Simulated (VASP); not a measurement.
# TaN (P-6m2) in VASP: further runs

The runs below take TaN through single point, with PBEsol+U.

All numbers are computed with VASP 6.6.1; they aren't measurements. Logs are shortened: lines on timing, memory, paths and dates and some standing lists are left out, and cuts for length are marked.

## (1) The cell of the first run

Symmetry: P-6m2, No. 187, hexagonal system. Conventional cell: a = 2.938 Å, b = 2.938 Å, c = 2.883 Å, α = 90.00°, β = 90.00°, γ = 120.00°. Within 2.9 Å of Ta (site symmetry -6m2) lie 6 N at 2.23 Å and 2 Ta at 2.88 Å. N (site symmetry -6m2) has 6 Ta at 2.23 Å and 2 N at 2.88 Å within 2.9 Å.

## (2) Single point, PBEsol+U, collinear spin, antiferromagnetic start

Input file INCAR:

```
PREC = Accurate ; ENCUT = 520
EDIFF = 1E-7 ; ISMEAR = 0
SIGMA = 0.05 ; LREAL = False
LASPH = True ; NELM = 150
ALGO = Normal ; ISIF = 2
LWAVE = False ; LCHARG = False
ISPIN = 2 ; MAGMOM = 2 -2 0 0
LORBIT = 11 ; LMAXMIX = 4
LDAU = True ; LDAUTYPE = 1
LDAUL = 2 -1 ; LDAUU = 8 0
LDAUJ = 0.5 0 ; LDAUPRINT = 1
GGA = PS ; NBANDS = 28
```

Input file KPOINTS:

```
Automatic mesh
0
Gamma
  7 7 7
```

Input file POSCAR:

```
TaN
1.0
    2.9380011100      0.0000000000      0.0000000000
   -2.9380011000      5.0887672000      0.0000000000
    0.0000000000      0.0000000000      2.8830022100
Ta N
2 2
Direct
    0.3333333333      0.3333333334      0.5000000000
    0.3333333333      0.8333333333      0.5000000000
    0.0000000000      0.0000000000      0.0000000000
    0.0000000000      0.5000000000      0.0000000000
```

Potentials or basis: VASP PAW PBE potentials, release 64 (Ta_pv, N).

Launch:

```
cat potpaw_PBE.64/Ta_pv/POTCAR potpaw_PBE.64/N/POTCAR > POTCAR
mpirun -np 1 vasp_std > vasp.out
```

OUTCAR:

```text
PREC = Accurate
   ENCUT = 520
   EDIFF = 1E-7
   ISMEAR = 0
   LREAL = False
   LASPH = True
   NELM = 150
   ISIF = 2
   ISPIN = 2
   LORBIT = 11
   GGA = PS

 ion  position               nearest neighbor table
   1  0.333  0.333  0.500-   4 2.23   4 2.23   4 2.23   4 2.23   3 2.23   3 2.23   2 2.94   2 2.94
                             2 2.94   2 2.94
   2  0.333  0.833  0.500-   3 2.23   3 2.23   4 2.23   4 2.23   3 2.23   3 2.23   1 2.94   1 2.94
                             1 2.94   1 2.94
   3  0.000  0.000  0.000-   2 2.23   2 2.23   2 2.23   2 2.23   1 2.23   1 2.23
   4  0.000  0.500  0.000-   1 2.23   1 2.23   2 2.23   2 2.23   1 2.23   1 2.23

  LATTYP: Found a simple orthorhombic cell.
 ALAT       =     2.8830022100
 B/A-ratio  =     1.0190769538
 C/A-ratio  =     1.7650930625

  Lattice vectors:

 A1 = (   0.0000000000,   0.0000000000,   2.8830022100)
 A2 = (   2.9380011100,   0.0000000000,   0.0000000000)
 A3 = (   0.0000000100,   5.0887672000,   0.0000000000)

Analysis of symmetry for initial positions (statically):
=====================================================================
 Subroutine PRICEL returns following result:

  LATTYP: Found a hexagonal cell.
 ALAT       =     2.9380011100
 C/A-ratio  =     0.9812801636
[... 12 lines left out ...]
 Subroutine GETGRP returns: Found  4 space group operations
 (whereof  4 operations were pure point group operations)
 out of a pool of  8 trial point group operations.

The static configuration has the point symmetry C_2v.

Analysis of symmetry for dynamics (positions and initial velocities):
=====================================================================
 Subroutine PRICEL returns following result:

  LATTYP: Found a hexagonal cell.
 ALAT       =     2.9380011100
 C/A-ratio  =     0.9812801636
[... 12 lines left out ...]
 Subroutine GETGRP returns: Found  4 space group operations
 (whereof  4 operations were pure point group operations)
 out of a pool of  8 trial point group operations.

The dynamic configuration has the point symmetry C_2v.

Analysis of structural, dynamic, and magnetic symmetry:
=====================================================================
 Subroutine PRICEL returns following result:

  LATTYP: Found a hexagonal cell.
 ALAT       =     2.9380011100
 C/A-ratio  =     0.9812801636
[... 12 lines left out ...]
 Subroutine GETGRP returns: Found  4 space group operations
 (whereof  4 operations were pure point group operations)
 out of a pool of  8 trial point group operations.

The overall configuration has the point symmetry C_2v.

 Subroutine INISYM returns: Found  4 space group operations
 (whereof  4 operations are pure point group operations),
 and found     2 'primitive' translations

----------------------------------------------------------------------------------------

                                     Primitive cell

  volume of cell :      21.5516

  direct lattice vectors                    reciprocal lattice vectors
     2.938001110  0.000000000  0.000000000     0.340367468  0.196511249  0.000000000
    -1.469000550  2.544383601  0.000000000     0.000000000  0.393022499  0.000000000
     0.000000000  0.000000000  2.883002210     0.000000000  0.000000000  0.346860643

  length of vectors
     2.938001110  2.938001110  2.883002210     0.393022499  0.393022499  0.346860643
[... 135 lines left out ...]
  0.0000  0.0000  0.0000  0.1598  0.0000
 -0.0000 -0.0000 -0.0000  0.0000  0.2432

spin component  2

  0.2395  0.0000 -0.0000  0.0000 -0.0000
  0.0000  0.1600  0.0000  0.0000 -0.0000
 -0.0000  0.0000  0.3050  0.0000 -0.0000
  0.0000  0.0000  0.0000  0.1598  0.0000
 -0.0000 -0.0000 -0.0000  0.0000  0.2432

 occupancies and eigenvectors

  o =  0.1598  v =  0.0000  0.0000  0.0000 -1.0000  0.0000  0.0000  0.0000  0.0000  0.0000  0.0000      0.0000  0.0000  0.0000  0.0000  0.0000  0.0000  0.0000  0.0000  0.0000  0.0000
  o =  0.1598  v =  0.0000  0.0000  0.0000  0.0000  0.0000  0.0000  0.0000  0.0000 -1.0000  0.0000      0.0000  0.0000  0.0000  0.0000  0.0000  0.0000  0.0000  0.0000  0.0000  0.0000
  o =  0.1600  v =  0.0000  0.0000  0.0000  0.0000  0.0000  0.0000 -1.0000 -0.0000 -0.0000  0.0000      0.0000  0.0000  0.0000  0.0000  0.0000  0.0000  0.0000  0.0000  0.0000  0.0000
  o =  0.1600  v =  0.0000 -1.0000  0.0000 -0.0000 -0.0000  0.0000  0.0000  0.0000  0.0000  0.0000      0.0000  0.0000  0.0000  0.0000  0.0000  0.0000  0.0000  0.0000  0.0000  0.0000
  o =  0.2395  v = -1.0000 -0.0000 -0.0000 -0.0000 -0.0000  0.0000  0.0000  0.0000  0.0000  0.0000      0.0000  0.0000  0.0000  0.0000  0.0000  0.0000  0.0000  0.0000  0.0000  0.0000
  o =  0.2395  v =  0.0000  0.0000  0.0000  0.0000  0.0000 -1.0000 -0.0000 -0.0000 -0.0000 -0.0000      0.0000  0.0000  0.0000  0.0000  0.0000  0.0000  0.0000  0.0000  0.0000  0.0000
  o =  0.2432  v =  0.0000  0.0000  0.0000  0.0000  0.0000 -0.0000  0.0000  0.0007  0.0000  1.0000      0.0000  0.0000  0.0000  0.0000  0.0000  0.0000  0.0000  0.0000  0.0000  0.0000
  o =  0.2432  v = -0.0000 -0.0000  0.0007  0.0000  1.0000  0.0000  0.0000  0.0000  0.0000  0.0000      0.0000  0.0000  0.0000  0.0000  0.0000  0.0000  0.0000  0.0000  0.0000  0.0000
  o =  0.3050  v = -0.0000  0.0000  1.0000  0.0000 -0.0007  0.0000  0.0000  0.0000  0.0000  0.0000      0.0000  0.0000  0.0000  0.0000  0.0000  0.0000  0.0000  0.0000  0.0000  0.0000
  o =  0.3050  v =  0.0000  0.0000  0.0000  0.0000  0.0000 -0.0000 -0.0000  1.0000  0.0000 -0.0007      0.0000  0.0000  0.0000  0.0000  0.0000  0.0000  0.0000  0.0000  0.0000  0.0000

atom =   2  type =  1  l = 2

 onsite density matrix

spin component  1

  0.2395  0.0000 -0.0000  0.0000 -0.0000
  0.0000  0.1600  0.0000  0.0000 -0.0000
 -0.0000  0.0000  0.3050  0.0000 -0.0000
  0.0000  0.0000  0.0000  0.1598  0.0000
 -0.0000 -0.0000 -0.0000  0.0000  0.2432

spin component  2

  0.2395  0.0000 -0.0000  0.0000 -0.0000
  0.0000  0.1600  0.0000  0.0000 -0.0000
 -0.0000  0.0000  0.3050  0.0000 -0.0000
  0.0000  0.0000  0.0000  0.1598  0.0000
 -0.0000 -0.0000 -0.0000  0.0000  0.2432

 occupancies and eigenvectors

  o =  0.1598  v =  0.0000  0.0000  0.0000  0.0000  0.0000  0.0000  0.0000  0.0000 -1.0000  0.0000      0.0000  0.0000  0.0000  0.0000  0.0000  0.0000  0.0000  0.0000  0.0000  0.0000
  o =  0.1598  v =  0.0000  0.0000  0.0000 -1.0000  0.0000  0.0000  0.0000  0.0000  0.0000  0.0000      0.0000  0.0000  0.0000  0.0000  0.0000  0.0000  0.0000  0.0000  0.0000  0.0000
  o =  0.1600  v =  0.0000 -1.0000  0.0000 -0.0000  0.0000  0.0000  0.0000  0.0000  0.0000  0.0000      0.0000  0.0000  0.0000  0.0000  0.0000  0.0000  0.0000  0.0000  0.0000  0.0000
  o =  0.1600  v =  0.0000  0.0000  0.0000  0.0000  0.0000  0.0000 -1.0000  0.0000 -0.0000 -0.0000      0.0000  0.0000  0.0000  0.0000  0.0000  0.0000  0.0000  0.0000  0.0000  0.0000
  o =  0.2395  v =  0.0000  0.0000  0.0000  0.0000  0.0000 -1.0000 -0.0000 -0.0000 -0.0000 -0.0000      0.0000  0.0000  0.0000  0.0000  0.0000  0.0000  0.0000  0.0000  0.0000  0.0000
  o =  0.2395  v = -1.0000 -0.0000 -0.0000 -0.0000 -0.0000  0.0000  0.0000  0.0000  0.0000  0.0000      0.0000  0.0000  0.0000  0.0000  0.0000  0.0000  0.0000  0.0000  0.0000  0.0000
  o =  0.2432  v = -0.0000  0.0000  0.0007  0.0000  1.0000  0.0000  0.0000  0.0000  0.0000  0.0000      0.0000  0.0000  0.0000  0.0000  0.0000  0.0000  0.0000  0.0000  0.0000  0.0000
  o =  0.2432  v =  0.0000  0.0000  0.0000  0.0000  0.0000 -0.0000 -0.0000  0.0007  0.0000  1.0000      0.0000  0.0000  0.0000  0.0000  0.0000  0.0000  0.0000  0.0000  0.0000  0.0000
  o =  0.3050  v =  0.0000  0.0000  0.0000  0.0000  0.0000 -0.0000  0.0000  1.0000  0.0000 -0.0007      0.0000  0.0000  0.0000  0.0000  0.0000  0.0000  0.0000  0.0000  0.0000  0.0000
  o =  0.3050  v = -0.0000  0.0000  1.0000  0.0000 -0.0007  0.0000  0.0000  0.0000  0.0000  0.0000      0.0000  0.0000  0.0000  0.0000  0.0000  0.0000  0.0000  0.0000  0.0000  0.0000

 number of electron      32.0000001 magnetization       0.0000000

 Free energy of the ion-electron system (eV)
  ---------------------------------------------------
  ext. energy  EPLUGINS =         0.00000000
  ---------------------------------------------------
  free energy    TOTEN  =       -34.29086105 eV

  energy without entropy =      -34.29054467  energy(sigma->0) =      -34.29070286

 E-fermi :   9.2909     XC(G=0): -13.5259

 val. band max:        9.2810418612   @ k =   0.0000   0.0000   0.4286
 cond. band min:       9.3008023458   @ k =   0.0000   0.0000   0.4286
 fundamental gap:      0.0197604846
 Fermi energy:         9.2909220360

 spin component 1

 k-point     1 :       0.0000    0.0000    0.0000
  band No.  band energies     occupation
      1     -28.0869      1.00000
      2     -27.3277      1.00000
      3     -27.3208      1.00000
      4     -27.1913      1.00000
      5     -27.0958      1.00000
      6     -27.0951      1.00000
[... 1481 lines left out ...]
     27      19.7404      0.00000
     28      20.4918      0.00000

 [... further k-points ...]
[... 5 lines left out ...]
  --------------------------------------------------------------------------------------
  -------------------------------------------------------------------------------------
  Total        5.4194544      5.6470333      6.2452878      0.0000000      0.0000000      0.0000000
  in kB      201.4450656    209.9043390    232.1418938      0.0000004      0.0000000      0.0000000
  external PRESSURE =     214.4970995 kB  Pullay stress =       0.0000000 kB

 VOLUME and BASIS-vectors are now :
 -----------------------------------------------------------------------------
  energy-cutoff  :      520.00
  volume of cell :       43.10
      direct lattice vectors                 reciprocal lattice vectors
     2.938001110  0.000000000  0.000000000     0.340367468  0.196511249  0.000000000
    -2.938001100  5.088767200  0.000000000     0.000000000  0.196511249  0.000000000
     0.000000000  0.000000000  2.883002210     0.000000000  0.000000000  0.346860643

 POSITION                                       TOTAL-FORCE (eV/Angst)
 -----------------------------------------------------------------------------------
      0.00000      1.69626      1.44150        -0.000000     -0.006994     -0.000000
     -1.46900      4.24064      1.44150        -0.000000     -0.006994     -0.000000
      0.00000      0.00000      0.00000         0.000000      0.006994      0.000000
     -1.46900      2.54438      0.00000         0.000000      0.006994      0.000000
 -----------------------------------------------------------------------------------
    total drift:                               -0.000000     -0.000007     -0.000000

  FREE ENERGIE OF THE ION-ELECTRON SYSTEM (eV)
  ---------------------------------------------------
  free  energy   TOTEN  =       -34.2908610530 eV

  energy  without entropy=      -34.2905446746  energy(sigma->0) =      -34.29070286

 total charge

# of ion       s       p       d       tot
------------------------------------------
    1        0.331   6.300   2.169   8.799
    2        0.331   6.300   2.169   8.799
    3        1.221   2.547   0.000   3.767
    4        1.221   2.547   0.000   3.767
--------------------------------------------------
tot          3.103  17.693   4.337  25.133

 magnetization (x)

# of ion       s       p       d       tot
------------------------------------------
    1       -0.000   0.000   0.000   0.000
    2        0.000  -0.000  -0.000  -0.000
    3        0.000  -0.000   0.000  -0.000
    4       -0.000   0.000   0.000   0.000
--------------------------------------------------
tot          0.000   0.000   0.000   0.000
```

Run time: 92 s. Hardware: 1 thread of AMD EPYC 9R45 (Zen 5), shared host; peak memory 0.24 GiB.

What came out:

```yaml
Free_energy: -34.2909 eV
Pressure: 21.4 GPa
Largest_force: 0.007 eV/Å
Band_gap_on_the_k_mesh: 0.02 eV
Net_moment: 0.00 μB per cell
Valence_electrons_inside_the_program's_atomic_spheres: Ta 8.80; N 3.77
```

Forces on the atoms (eV/Å):
```
Ta   0.000 -0.007  0.000
Ta   0.000 -0.007  0.000
N    0.000  0.007  0.000
N    0.000  0.007  0.000
```

Stress tensor (GPa, compression positive):
```
20.14  0.00  0.00
 0.00 20.99  0.00
 0.00  0.00 23.21
```

Eigenvalues of the final occupation matrices:
| site | spin | trace | eigenvalues |
| --- | --- | --- | --- |
| site 1 d | 1 | 1.11 | 0.16 0.16 0.24 0.24 0.30 |
| site 1 d | 2 | 1.11 | 0.16 0.16 0.24 0.24 0.30 |
| site 2 d | 1 | 1.11 | 0.16 0.16 0.24 0.24 0.30 |
| site 2 d | 2 | 1.11 | 0.16 0.16 0.24 0.24 0.30 |

Caveat: the PAW data sets were made with another functional, which shifts forces and pressure a little; spin-orbit coupling is left out, which moves the levels of the heavy elements.

## (3) Single point, PBEsol+U, collinear spin, zero start

Input file INCAR:

```
PREC     = Accurate       # precision mode
ENCUT    = 520            # plane-wave cutoff, eV
EDIFF    = 1E-6           # SCF threshold, eV
ISMEAR   = 0              # smearing method
SIGMA    = 0.05           # smearing width, eV
LREAL    = F              # projectors in reciprocal space
LASPH    = T              # aspherical terms in the spheres
NELM     = 150            # most SCF steps
ALGO     = Normal         # electronic algorithm
ISIF     = 2              # what is computed and relaxed
LWAVE    = F              # write WAVECAR
LCHARG   = F              # write CHGCAR
ISPIN    = 2              # spin polarisation
MAGMOM   = 0 0 0 0        # initial moments
LORBIT   = 11             # projections on sites
LMAXMIX  = 4              # l up to which the mixer works
LDAU     = T              # DFT+U
LDAUTYPE = 1            
LDAUL    = 2 -1           # shell
LDAUU    = 8 0            # U, eV
LDAUJ    = 0.5 0        
LDAUPRINT= 1            
GGA      = PS             # functional
NBANDS   = 28             # bands
```

Input file KPOINTS:

```
regular mesh
0
Gamma
  7 7 7
```

POSCAR is that of step 2.

Potentials or basis: VASP PAW PBE potentials, release 64 (Ta_pv, N).

Launch:

```
cat potpaw_PBE.64/Ta_pv/POTCAR potpaw_PBE.64/N/POTCAR > POTCAR
mpirun -np 1 vasp_std > vasp.out
```

It took 74 s on 1 thread of AMD EPYC 9R45 (Zen 5), shared host; peak memory 0.23 GiB.

Results (log left out):

| Property | Result |
| --- | --- |
| Free energy | -34.2909 eV |
| Pressure | 21.4 GPa |
| Largest force | 0.007 eV/Å |
| Band gap on the k mesh | 0.02 eV |
| Net moment | 0.00 μB per cell |
| Valence electrons inside the program's atomic spheres | Ta 8.80; N 3.77 |

Forces in eV/Å, atoms in the order of the input:
```
Ta   0.000 -0.007  0.000
Ta   0.000 -0.007  0.000
N    0.000  0.007  0.000
N    0.000  0.007  0.000
```

Stress tensor (GPa, compression positive):
```
20.14  0.00  0.00
 0.00 20.98  0.00
 0.00  0.00 23.21
```

Levels at points of the mesh, in eV from the valence-band top:
Spin up:
```tsv
k point	band 12	band 13	band 14	band 15	band 16	band 17	band 18	band 19	band 20	band 21
(0.00, 0.00, 0.00)	-4.91	-4.67	-3.85	-3.79	-3.64	1.25	3.38	3.39	3.66	3.80
```
Spin down:
```
           k point  band 14  band 15  band 16  band 17  band 18  band 19
(0.00, 0.00, 0.00)    -3.85    -3.79    -3.64     1.25     3.38     3.39
```

Eigenvalues of the final occupation matrices:
```tsv
site	spin	trace	eigenvalues
site 1 d	1	1.11	0.16 0.16 0.24 0.24 0.31
site 1 d	2	1.11	0.16 0.16 0.24 0.24 0.31
site 2 d	1	1.11	0.16 0.16 0.24 0.24 0.31
site 2 d	2	1.11	0.16 0.16 0.24 0.24 0.31
```

Caveat: the PAW data sets were made with another functional, which shifts forces and pressure a little; spin-orbit coupling is left out, which moves the levels of the heavy elements. A k mesh can miss the band edges.

[end of part 1 of 2]
